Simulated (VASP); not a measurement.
A run of VASP 6.6.1:

Contents of INCAR:

```
SYSTEM = Sb
  PREC = Accurate
  ENCUT = 520
  EDIFF = 1E-6
  ISMEAR = -1
  SIGMA = 0.05
  LREAL = .FALSE.
  LASPH = .TRUE.
  NELM = 80
  ALGO = Normal
  ISIF = 2
  LWAVE = .FALSE.
  LCHARG = .FALSE.
  GGA = PS
  NBANDS = 12
```

File KPOINTS:

```
regular mesh
0
G
  9 6 6
  0 0 0
```

File POSCAR:

```
Sb
1.0
    3.0802022053      0.0000000000      0.0000000000
    0.0000000000      4.2887605540      0.0000000000
   -0.0383890571      0.0000000000      4.3463061600
Sb
2
Direct
    0.0113890000      0.2500000000      0.2411660000
    0.9886110000      0.7500000000      0.7588340000
```

Potentials or basis: VASP PAW PBE potentials, release 64 (Sb).

Command:

```console
$ cat potpaw_PBE.64/Sb/POTCAR > POTCAR
$ mpirun -np 1 vasp_std > vasp.out
```

Hardware: 1 thread of Intel Xeon 8259CL, with other jobs on the host.

Estimate the wall time of this run.

It took 46 s on 1 thread of Intel Xeon 8259CL, with other jobs on the host, peak memory 0.21 GiB. Counts: scf iterations 10, k points 112.
